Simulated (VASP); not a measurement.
A run of VASP 6.6.1 is set up as follows.

The input INCAR:

```
SYSTEM = CaCu4Bi
PREC = Accurate
ENCUT = 520
EDIFF = 1E-6
ISMEAR = 0
SIGMA = 0.1
LREAL = .FALSE.
LASPH = .TRUE.
NELM = 100
ALGO = Normal
ISIF = 2
LWAVE = .FALSE.
LCHARG = .FALSE.
GGA = PE
NBANDS = 44
```

The input KPOINTS:

```
Automatic mesh
0
G
  4 4 4
  0 0 0
```

Contents of POSCAR:

```
CaCu4Bi
1.0
    0.0000000000      3.7254873744      3.7254873744
    3.7254873744      0.0000000000      3.7254873744
    3.7254873744      3.7254873744      0.0000000000
Ca Cu Bi
1 4 1
Direct
    0.0000000000      0.0000000000      0.0000000000
    0.8772431184      0.3742522939      0.3742522939
    0.3742522939      0.3742522939      0.3742522939
    0.3742522939      0.8772431184      0.3742522939
    0.3742522939      0.3742522939      0.8772431184
    0.7500000000      0.7500000000      0.7500000000
```

Potentials or basis: VASP PAW PBE potentials, release 64 (Ca_sv, Cu, Bi_d).

Run with:

```console
$ cat potpaw_PBE.64/Ca_sv/POTCAR potpaw_PBE.64/Cu/POTCAR potpaw_PBE.64/Bi_d/POTCAR > POTCAR
$ mpirun -np 1 vasp_std > vasp.out
```

**Question.** Estimate the band gap on the k mesh.

**Answer.** Zero (an odd number of electrons rules out a gap without spin polarisation).

**Question.** Predict the pressure.

**Answer.** 0.4 GPa.

Caveat: the k points lie up to 0.37 Å⁻¹ apart, too coarse for converged energies and pressures of a metal; spin-orbit coupling is left out, which moves the levels of the heavy elements.
